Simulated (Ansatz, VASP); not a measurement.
# Two plane-wave programs on SiO2

Contents of INCAR:

```
PREC     = Accurate       # precision mode
ENCUT    = 520            # plane-wave cutoff, eV
EDIFF    = 1E-7           # SCF threshold, eV
ISMEAR   = 0              # smearing method
SIGMA    = 0.05           # smearing width, eV
LREAL    = F              # projectors in reciprocal space
LASPH    = T              # aspherical terms in the spheres
NELM     = 60             # most SCF steps
ALGO     = Normal         # electronic algorithm
ISIF     = 2              # what is computed and relaxed
LWAVE    = F              # write WAVECAR
LCHARG   = T              # write CHGCAR
GGA      = PE             # functional
LELF     = T              # ELF
LVHAR    = T            
NBANDS   = 25             # bands
```

File KPOINTS:

```
regular mesh
0
Gamma
  6 6 8
```

POSCAR

```
SiO2
1.0
    4.2361165246      0.0000000000      0.0000000000
    0.0000000000      4.2361165246      0.0000000000
    0.0000000000      0.0000000000      2.6904781099
Si O
2 4
Direct
    0.5000000000      0.5000000000      0.5743362302
    0.0000000000      0.0000000000      0.0743362302
    0.6930152168      0.6930152168      0.0000000000
    0.1930152168      0.8069847832      0.5000000000
    0.3069847832      0.3069847832      0.0000000000
    0.8069847832      0.1930152168      0.5000000000
```

Input for Ansatz:

```yaml
crystal:
  lattice:
    - [4.2361165246, 0.0, 0.0]
    - [0.0, 4.2361165246, 0.0]
    - [0.0, 0.0, 2.6904781099]
  atoms:
    - { symbol: Si, position: [0.5, 0.5, 0.5743362302] }
    - { symbol: Si, position: [0.0, 0.0, 0.0743362302] }
    - { symbol: O, position: [0.6930152168, 0.6930152168, 0.0] }
    - { symbol: O, position: [0.1930152168, 0.8069847832, 0.5] }
    - { symbol: O, position: [0.3069847832, 0.3069847832, 0.0] }
    - { symbol: O, position: [0.8069847832, 0.1930152168, 0.5] }
basis:
  ecutwfc: 420
kpoints:
  mp_grid: { grid: [6, 6, 8] }
hamiltonian:
  xc: pbe
scf:
  occupations: { method: gaussian, width: 0.05 }
output:
  forces: true
  stress: true
  eigenvalues: true
```

Change from the starting cell: all Si atoms moved -0.200 Å, as atom 1 towards its neighbour atom 1 (Si) at 2.690 Å.

Alike in both runs: task single point; functional PBE; k mesh 6 × 6 × 8; occupations gaussian, width 0.05 eV; no spin polarisation.

```csv
,VASP,Ansatz
version,VASP 6.6.1,Ansatz 0.2.0
potentials or method,"VASP PAW PBE potentials, release 64 (Si, O), cutoff 520 eV","scalar-relativistic, plane waves, PAW"
valence electrons in the cell,32,32
```

```csv
,VASP,Ansatz,Ansatz less VASP
gap on the k mesh at the Fermi level (eV),4.81,4.83,+0.019
least direct gap on the mesh (eV),4.81,4.83,+0.019
pressure (GPa),10.6,10.2,-0.32
"traceless stress, the component that is largest in VASP (GPa)",3.92,3.42,-0.503
rms of the force components (eV/Å),1.996,1.956,-0.0404
```

Atom by atom the forces differ by 0.043 eV/Å (rms over components).
